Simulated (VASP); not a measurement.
# In (I4/mmm) in VASP: a series of runs

In is run at these levels: PBE; tasks: single point.

Program: VASP 6.6.1. These are calculated values, not measurements. Logs are shortened: lines on timing, memory, paths and dates and some standing lists are left out, and cuts for length are marked.

**1. The cell of the first run**

Symmetry: I4/mmm, No. 139, tetragonal system. The conventional cell has a = 3.122 Å, b = 3.122 Å, c = 5.146 Å, α = 90.00°, β = 90.00°, γ = 90.00°. Within 4.1 Å of In (site symmetry 4/mmm) lie 12 In at 3.12 to 3.39 Å.

**2. Single point, PBE (strain -0.040 along x and y, +0.040 along z)**

INCAR reads:

```
PREC = Accurate ; ENCUT = 520
EDIFF = 1E-6 ; ISMEAR = 0
SIGMA = 0.15 ; LREAL = F
LASPH = T ; NELM = 100
ALGO = Fast ; ISIF = 2
LWAVE = F ; LCHARG = T
GGA = PE ; LELF = T
LVHAR = T ; NBANDS = 12
```

KPOINTS reads:

```
Automatic mesh
0
Gamma
  20 20 20
```

POSCAR reads:

```
In
1.0
   -1.5611040000      1.5611040000      2.5729080000
    1.5611040000     -1.5611040000      2.5729080000
    1.5611040000      1.5611040000     -2.5729080000
In
1
Direct
    0.0000000000      0.0000000000      0.0000000000
```

Potentials or basis: VASP PAW PBE potentials, release 64 (In_d).

Started as:

```
> cat potpaw_PBE.64/In_d/POTCAR > POTCAR
> mpirun -np 1 vasp_std > vasp.out
```

OUTCAR:

```text
PREC = Accurate
   ENCUT = 520
   EDIFF = 1E-6
   ISMEAR = 0
   LREAL = F
   LASPH = T
   NELM = 100
   ISIF = 2
   GGA = PE

 ion  position               nearest neighbor table
   1  0.000  0.000  0.000-

  LATTYP: Found a body centered tetragonal cell.
 ALAT       =     3.1222080000
 C/A-ratio  =     1.6481336285

  Lattice vectors:

 A1 = (  -1.5611040000,   1.5611040000,   2.5729080000)
 A2 = (   1.5611040000,  -1.5611040000,   2.5729080000)
 A3 = (   1.5611040000,   1.5611040000,  -2.5729080000)

Analysis of symmetry for initial positions (statically):
=====================================================================
 Subroutine PRICEL returns:
 Original cell was already a primitive cell.

 Routine SETGRP: Setting up the symmetry group for a
 body centered tetragonal supercell.

 Subroutine GETGRP returns: Found 16 space group operations
 (whereof 16 operations were pure point group operations)
 out of a pool of 16 trial point group operations.

The static configuration has the point symmetry D_4h.

Analysis of symmetry for dynamics (positions and initial velocities):
=====================================================================
 Subroutine PRICEL returns:
 Original cell was already a primitive cell.

 Routine SETGRP: Setting up the symmetry group for a
 body centered tetragonal supercell.

 Subroutine GETGRP returns: Found 16 space group operations
 (whereof 16 operations were pure point group operations)
 out of a pool of 16 trial point group operations.

The dynamic configuration has the point symmetry D_4h.

 Subroutine INISYM returns: Found 16 space group operations
 (whereof 16 operations are pure point group operations),
 and found     1 'primitive' translations

----------------------------------------------------------------------------------------

                                     Primitive cell

  volume of cell :      25.0812

  direct lattice vectors                    reciprocal lattice vectors
    -1.561104000  1.561104000  2.572908000     0.000000000  0.320286156  0.194332638
     1.561104000 -1.561104000  2.572908000     0.320286156  0.000000000  0.194332638
     1.561104000  1.561104000 -2.572908000     0.320286156  0.320286156  0.000000000

  length of vectors
     3.390272404  3.390272404  3.390272404     0.374631014  0.374631014  0.452953026

  position of ions in fractional coordinates (direct lattice)
     0.000000000  0.000000000  0.000000000

  ion indices of the primitive-cell ions
   primitive index   ion index
                 1           1

[... 77 lines left out ...]
   ISIF   =      2    stress and relaxation
   ISYM   =      2    0-nonsym 1-usesym 2-fastsym
   POTIM  = 0.5000    time-step for ionic-motion
   TEBEG  =    0.0;   TEEND  =   0.0 temperature during run
   PSTRESS=    0.0 pullay stress
   NELECT =      13.0000    total number of electrons
   NUPDOWN=      -1.0000    fix difference up-down
   EMIN   =  10.00;   EMAX   =-10.00  energy-range for DOS
   EFERMI =   0.00;   METHOD = LEGACY
   ISMEAR =     0;   SIGMA  =   0.15  broadening in eV -4-tet -1-fermi 0-gaus
   EFERMI_NEDOS =   21; number of points for ismear=-14 and -15
   IALGO  =     68    algorithm
   IMIX   =      4    mixing-type and parameters
     AMIX     =   0.40;   BMIX     =  1.00
     AMIX_MAG =   1.60;   BMIX_MAG =  1.00
  volume/ion in A,a.u.               =      25.08       169.26
  Fermi-wavevector in a.u.,A,eV,Ry     =   1.315043  2.485071 23.529075  1.729338
  Thomas-Fermi vector in A             =   2.445253
   LORBIT       =      0    0 simple, 1 ext, 2 COOP (PROOUT), +10 PAW based schemes
   GGA     = PE    functional components
   LHFCALC =     F    Hartree Fock is set to
   AEXX    =    0.0000 exact exchange contribution
   IVDW    =     0    specifies the selected vdW correction
   LEPSILON=     F    determine dielectric tensor
   LRPA    =     F    only Hartree local field effects (RPA)
 non-spin polarized calculation
 RMM-DIIS sequential band-by-band and
 Gauss-broadening in eV      SIGMA  =   0.15
  energy-cutoff  :      520.00
  volume of cell :       25.08
 maximum number of plane-waves:       692
 NGX is ok and might be reduce to    28
   NGX = 13   NGY = 13   NGZ = 13

 number of electron      12.9999999 magnetization

 Free energy of the ion-electron system (eV)
  ---------------------------------------------------
  ext. energy  EPLUGINS =         0.00000000
  ---------------------------------------------------
  free energy    TOTEN  =        -2.52933405 eV

  energy without entropy =       -2.52505171  energy(sigma->0) =       -2.52719288

 E-fermi :   8.0112     XC(G=0): -10.4531

 val. band max:        8.0025362218   @ k =  -0.3000   0.4500   0.0500
 cond. band min:       8.0114269305   @ k =  -0.1000   0.3500   0.0500
 fundamental gap:      0.0088907087
 Fermi energy:         8.0112049591

 k-point     1 :       0.0000    0.0000    0.0000
  band No.  band energies     occupation
      1      -6.8577      2.00000
      2      -6.6267      2.00000
      3      -6.5940      2.00000
      4      -6.5940      2.00000
      5      -6.3794      2.00000
      6      -1.8329      2.00000
      7      18.9711      0.00000
      8      18.9711      0.00000
      9      19.1553      0.00000
     10      19.8763      0.00000
     11      21.5106      0.00000
     12      22.4268      0.00000
[... 331 lines left out ...]
 k-point    24 :      -0.3500    0.0500    0.0000
  band No.  band energies     occupation
      1      -6.7570      2.00000
      2      -6.7288      2.00000
      3      -6.5568      2.00000
      4      -6.4154      2.00000
      5      -6.3703      2.00000
      6       0.8789      2.00000
      7       8.6294      0.00000
      8      15.1145      0.00000
      9      18.0733      0.00000
     10      19.1517      0.00000
     11      20.1013      0.00000
     12      22.7961      0.00000

 [... further k-points ...]
[... 5 lines left out ...]
  --------------------------------------------------------------------------------------
  -------------------------------------------------------------------------------------
  Total        0.7248702      0.7248702      0.5117947      0.0000000      0.0000000      0.0000000
  in kB       46.3044698     46.3044698     32.6932764      0.0000000      0.0000000      0.0000000
  external PRESSURE =      41.7674053 kB  Pullay stress =       0.0000000 kB

 VOLUME and BASIS-vectors are now :
 -----------------------------------------------------------------------------
  energy-cutoff  :      520.00
  volume of cell :       25.08
      direct lattice vectors                 reciprocal lattice vectors
    -1.561104000  1.561104000  2.572908000     0.000000000  0.320286156  0.194332638
     1.561104000 -1.561104000  2.572908000     0.320286156  0.000000000  0.194332638
     1.561104000  1.561104000 -2.572908000     0.320286156  0.320286156  0.000000000

 POSITION                                       TOTAL-FORCE (eV/Angst)
 -----------------------------------------------------------------------------------
      0.00000      0.00000      0.00000         0.000000      0.000000      0.000000
 -----------------------------------------------------------------------------------
    total drift:                               -0.000000     -0.000000     -0.000000

  FREE ENERGIE OF THE ION-ELECTRON SYSTEM (eV)
  ---------------------------------------------------
  free  energy   TOTEN  =        -2.5293340498 eV

  energy  without entropy=       -2.5250517136  energy(sigma->0) =       -2.52719288
```

stdout:

```text
POSCAR found type information on POSCAR In
 POSCAR found :  1 types and       1 ions
 scaLAPACK will be used
 LDA part: xc-table for (Slater+PW92), standard interpolation
 POSCAR, INCAR and KPOINTS ok, starting setup
 FFT: planning ... GRIDC
 FFT: planning ... GRID_SOFT
 FFT: planning ... GRID
 WAVECAR not read
 entering main loop
WARNING in EDDRMM: call to ZHEGV failed, returncode =   8  4     11
WARNING in EDDRMM: call to ZHEGV failed, returncode =   6  3     10
```

Run time: 1.8 min. Hardware: 1 thread of Intel Xeon 6975P-C (Granite Rapids), shared host; peak memory 0.3 GiB.

What came out:

| Property | Result |
| --- | --- |
| Free energy | -2.5293 eV |
| Pressure | 4.2 GPa |
| Band gap on the k mesh | zero (an odd number of electrons rules out a gap without spin polarisation) |

Levels at points of the mesh, in eV from the Fermi level:
```
           k point  band 4  band 5  band 6  band 7  band 8  band 9
(0.00, 0.00, 0.00)  -14.61  -14.39   -9.84   10.96   10.96   11.14
(0.50, 0.00, 0.00)  -14.37  -14.29   -4.27   -3.54    6.67   10.40
(0.50, 0.50, 0.00)  -14.36  -14.17   -1.77   -1.01    3.11    4.04
(0.50, 0.50, 0.50)  -14.31  -14.31   -3.79   -3.25    5.67    5.67
```

Caveat: the cell differs from its parent crystal (strain -0.040 along x and y, +0.040 along z); the cell stands under pressure; spin-orbit coupling is left out, which moves the levels of the heavy elements.

**3. Single point, PBE (strain -0.040 along x and y, +0.080 along z)**

INCAR reads:

```
SYSTEM = In
PREC = Accurate
ENCUT = 520
EDIFF = 1E-6
ISMEAR = 0
SIGMA = 0.15
LREAL = .False.
LASPH = .True.
NELM = 80
ALGO = Fast
ISIF = 2
LWAVE = .False.
LCHARG = .True.
GGA = PE
LELF = .True.
LVHAR = .True.
NBANDS = 12
```

KPOINTS reads:

```
regular mesh
0
Gamma
  20 20 20
  0 0 0
```

POSCAR reads:

```
In
1.0
   -1.5611040000      1.5611040000      2.6718660000
    1.5611040000     -1.5611040000      2.6718660000
    1.5611040000      1.5611040000     -2.6718660000
In
1
Direct
    0.0000000000      0.0000000000      0.0000000000
```

Potentials or basis: VASP PAW PBE potentials, release 64 (In_d).

Started as:

```
> cat potpaw_PBE.64/In_d/POTCAR > POTCAR
> mpirun -np 1 vasp_std > vasp.out
```

OUTCAR:

```text
SYSTEM = In
   PREC = Accurate
   ENCUT = 520
   EDIFF = 1E-6
   ISMEAR = 0
   LREAL = .False.
   LASPH = .True.
   NELM = 80
   ISIF = 2
   GGA = PE

 ion  position               nearest neighbor table
   1  0.000  0.000  0.000-

  LATTYP: Found a body centered tetragonal cell.
 ALAT       =     3.1222080000
 C/A-ratio  =     1.7115233835

  Lattice vectors:

 A1 = (  -1.5611040000,   1.5611040000,   2.6718660000)
 A2 = (   1.5611040000,  -1.5611040000,   2.6718660000)
 A3 = (   1.5611040000,   1.5611040000,  -2.6718660000)

Analysis of symmetry for initial positions (statically):
=====================================================================
 Subroutine PRICEL returns:
 Original cell was already a primitive cell.

 Routine SETGRP: Setting up the symmetry group for a
 body centered tetragonal supercell.

 Subroutine GETGRP returns: Found 16 space group operations
 (whereof 16 operations were pure point group operations)
 out of a pool of 16 trial point group operations.

The static configuration has the point symmetry D_4h.

Analysis of symmetry for dynamics (positions and initial velocities):
[... 162 lines left out ...]
 cond. band min:       7.5390740015   @ k =   0.3500   0.3000  -0.0000
 fundamental gap:      0.0057724327
 Fermi energy:         7.5386050491

 k-point     1 :       0.0000    0.0000    0.0000
  band No.  band energies     occupation
      1      -7.2909      2.00000
      2      -7.0702      2.00000
      3      -6.9824      2.00000
      4      -6.9824      2.00000
      5      -6.7860      2.00000
      6      -2.0099      2.00000
      7      17.9954      0.00000
      8      18.2289      0.00000
      9      18.2289      0.00000
     10      19.4932      0.00000
     11      20.4110      0.00000
     12      21.6989      0.00000
[... 331 lines left out ...]
 k-point    24 :      -0.3500    0.0500    0.0000
  band No.  band energies     occupation
      1      -7.1796      2.00000
      2      -7.1233      2.00000
      3      -6.9514      2.00000
      4      -6.8417      2.00000
      5      -6.8040      2.00000
      6       0.6399      2.00000
      7       8.1781      0.00000
      8      14.1196      0.00000
      9      17.6283      0.00000
     10      17.8345      0.00000
     11      19.8119      0.00000
     12      22.4000      0.00000

 [... further k-points ...]
[... 5 lines left out ...]
  --------------------------------------------------------------------------------------
  -------------------------------------------------------------------------------------
  Total        0.5184583      0.5184583      0.1661680      0.0000000     -0.0000000      0.0000000
  in kB       31.8923190     31.8923190     10.2216205      0.0000000     -0.0000000      0.0000000
  external PRESSURE =      24.6687528 kB  Pullay stress =       0.0000000 kB

 VOLUME and BASIS-vectors are now :
 -----------------------------------------------------------------------------
  energy-cutoff  :      520.00
  volume of cell :       26.05
      direct lattice vectors                 reciprocal lattice vectors
    -1.561104000  1.561104000  2.671866000     0.000000000  0.320286156  0.187135133
     1.561104000 -1.561104000  2.671866000     0.320286156  0.000000000  0.187135133
     1.561104000  1.561104000 -2.671866000     0.320286156  0.320286156  0.000000000

 POSITION                                       TOTAL-FORCE (eV/Angst)
 -----------------------------------------------------------------------------------
      0.00000      0.00000      0.00000         0.000000      0.000000      0.000000
 -----------------------------------------------------------------------------------
    total drift:                               -0.000000     -0.000000     -0.000000

  FREE ENERGIE OF THE ION-ELECTRON SYSTEM (eV)
  ---------------------------------------------------
  free  energy   TOTEN  =        -2.5421651085 eV

  energy  without entropy=       -2.5370144828  energy(sigma->0) =       -2.53958980
```

stdout:

```text
POSCAR found type information on POSCAR In
 POSCAR found :  1 types and       1 ions
 scaLAPACK will be used
 LDA part: xc-table for (Slater+PW92), standard interpolation
 POSCAR, INCAR and KPOINTS ok, starting setup
 FFT: planning ... GRIDC
 FFT: planning ... GRID_SOFT
 FFT: planning ... GRID
 WAVECAR not read
 entering main loop
WARNING in EDDRMM: call to ZHEGV failed, returncode =   6  3     11
WARNING in EDDRMM: call to ZHEGV failed, returncode =   8  4     11
WARNING in EDDRMM: call to ZHEGV failed, returncode =   8  4     10
WARNING in EDDRMM: call to ZHEGV failed, returncode =   6  3     11
WARNING in EDDRMM: call to ZHEGV failed, returncode =   6  3      9
```

Run time: 2 min. Hardware: 1 thread of Intel Xeon 6975P-C (Granite Rapids), shared host; peak memory 0.31 GiB.

Results:

```yaml
Free_energy: -2.5422 eV
Pressure: 2.5 GPa
Band_gap_on_the_k_mesh: zero (an odd number of electrons rules out a gap without spin polarisation)
```

Stress tensor (GPa, compression positive):
```
3.19 0.00 0.00
0.00 3.19 0.00
0.00 0.00 1.02
```

Caveat: the cell differs from its parent crystal (strain -0.040 along x and y, +0.080 along z); spin-orbit coupling is left out, which moves the levels of the heavy elements.

**4. Single point, PBE (strain +0.040 along x and y, -0.080 along z)**

INCAR reads:

```
  PREC = Accurate
  ENCUT = 520
  EDIFF = 1E-6
  ISMEAR = 0
  SIGMA = 0.15
  LREAL = F
  LASPH = T
  NELM = 100
  ALGO = Fast
  ISIF = 2
  LWAVE = F
  LCHARG = F
  GGA = PE
  NBANDS = 12
```

KPOINTS reads:

```
Automatic mesh
0
Gamma
  20 20 20
```

POSCAR reads:

```
In
1.0
   -1.6911960000      1.6911960000      2.2760340000
    1.6911960000     -1.6911960000      2.2760340000
    1.6911960000      1.6911960000     -2.2760340000
In
1
Direct
    0.0000000000      0.0000000000      0.0000000000
```

Started as:

```
> cat potpaw_PBE.64/In_d/POTCAR > POTCAR
> mpirun -np 1 vasp_std > vasp.out
```

It took 1.8 min on 1 thread of Intel Xeon 6975P-C (Granite Rapids), shared host; peak memory 0.31 GiB.

Results (log left out):

| Quantity | Value |
| --- | --- |
| Free energy | -2.5519 eV |
| Pressure | 2.2 GPa |
| Band gap on the k mesh | zero (an odd number of electrons rules out a gap without spin polarisation) |

Stress tensor (GPa, compression positive):
```
2.10 0.00 0.00
0.00 2.10 0.00
0.00 0.00 2.26
```

Levels at points of the mesh, in eV from the Fermi level:
```csv
k point,band 3,band 4,band 5,band 6,band 7,band 8,band 9,band 10
"(0.00, 0.00, 0.00)",-14.62,-14.52,-14.45,-9.59,10.53,10.66,10.66,11.54
"(0.50, 0.00, 0.00)",-14.62,-14.34,-14.31,-4.33,-3.42,7.97,8.75,11.04
"(0.50, 0.50, 0.00)",-14.34,-14.32,-14.27,-2.41,-2.38,4.14,4.41,7.67
"(0.50, 0.50, 0.50)",-14.34,-14.28,-14.28,-1.89,-1.51,3.58,3.58,6.86
```

Caveat: the cell differs from its parent crystal (strain +0.040 along x and y, -0.080 along z); spin-orbit coupling is left out, which moves the levels of the heavy elements.

**5. Summary**

```tsv
cell	gap on the mesh (eV)	pressure (GPa)
a = 3.390 Å, angles 125.2, 125.2, 81.3°, 1 atom	none	4.2
a = 3.466 Å, angles 126.5, 126.5, 79.1°, 1 atom	none	2.5
a = 3.302 Å, angles 118.4, 118.4, 92.8°, 1 atom	none	2.2
```

Alike in all rows: task single point; level PBE; potentials or basis VASP PAW PBE potentials, release 64 (In_d); no spin polarisation; k mesh 20 × 20 × 20; cutoff (eV) 520; smearing gaussian 0.15 eV.

Caveats: spin-orbit coupling is left out, which moves the levels of the heavy elements; the cell stands under pressure (at least some runs).

Total energies depend on the potentials used, so only differences within one code and one set of settings carry meaning.
